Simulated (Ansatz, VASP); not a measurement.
## CdS in VASP and in Ansatz

File POSCAR:

```
CdS
1.0
    0.0000000000      2.9392148416      2.9392148416
    2.9392148416      0.0000000000      2.9392148416
    2.9392148416      2.9392148416      0.0000000000
Cd S
1 1
Direct
    0.0000000000      0.0000000000      0.0000000000
    0.2500000000      0.2500000000      0.2500000000
```

The input INCAR.step1:

```
PREC     = Accurate       # precision mode
ENCUT    = 520            # plane-wave cutoff, eV
EDIFF    = 1E-5           # SCF threshold, eV
ISMEAR   = 0              # smearing method
SIGMA    = 0.01           # smearing width, eV
LREAL    = False          # projectors in reciprocal space
LASPH    = True           # aspherical terms in the spheres
NELM     = 80             # most SCF steps
ALGO     = Normal         # electronic algorithm
ISIF     = 2              # what is computed and relaxed
LWAVE    = True           # write WAVECAR
LCHARG   = False          # write CHGCAR
NBANDS   = 16             # bands
GGA      = PE             # functional
```

Contents of INCAR.step2:

```
PREC     = Accurate       # precision mode
ENCUT    = 520            # plane-wave cutoff, eV
EDIFF    = 1E-6           # SCF threshold, eV
ISMEAR   = 0              # smearing method
SIGMA    = 0.01           # smearing width, eV
LREAL    = False          # projectors in reciprocal space
LASPH    = True           # aspherical terms in the spheres
NELM     = 80             # most SCF steps
ALGO     = Normal         # electronic algorithm
ISIF     = 2              # what is computed and relaxed
LWAVE    = False          # write WAVECAR
LCHARG   = False          # write CHGCAR
GGA      = PE             # functional
LHFCALC  = True           # exact exchange
HFSCREEN = 0.2079         # screening, 1/A
PRECFOCK = Normal       
NBANDS   = 16             # bands
ISTART   = 1
```

File KPOINTS:

```
regular mesh
0
Gamma
  4 4 4
```

Input for Ansatz:

```yaml
crystal:
  lattice:
    - [0.0, 2.9392148416, 2.9392148416]
    - [2.9392148416, 0.0, 2.9392148416]
    - [2.9392148416, 2.9392148416, 0.0]
  atoms:
    - { symbol: Cd, position: [0.0, 0.0, 0.0] }
    - { symbol: S, position: [0.25, 0.25, 0.25] }
kpoints:
  mp_grid: { grid: [4, 4, 4] }
hamiltonian:
  xc: hse06
scf:
  occupations: { method: fixed }
  n_extra_bands: 4
  convergence: { dr2_threshold: 0.0001 }
  max_iter: 85
output:
  forces: true
  stress: true
  eigenvalues: true
```

Alike in both runs: task single point; functional HSE06; k mesh 4 × 4 × 4; no spin polarisation.

```csv
,VASP,Ansatz
version,VASP 6.6.1,Ansatz 0.2.0
potentials or method,"VASP PAW PBE potentials, release 64 (Cd, S)",plane waves
plane-wave cutoff (eV),520,420
occupations,"gaussian, width 0.01 eV",fixed
valence electrons in the cell,18,26
```

VASP gave:

| Item | Value |
| --- | --- |
| gap on the k mesh at the Fermi level (eV) | 2.12 |
| pressure (GPa) | 0.6 |

Task: What did Ansatz give for the same quantities?

Result: gap on the k mesh at the Fermi level (eV): 2.12; pressure (GPa): 0.4.

VASP's potentials hold 18 valence electrons a cell and Ansatz's 26, so a difference there can come from the potentials and not from the codes. Ansatz's warnings: force scf threshold loose, stress exchange threshold loose, stress scf threshold loose.

The k mesh is coarse, so the values compare programs but aren't converged.
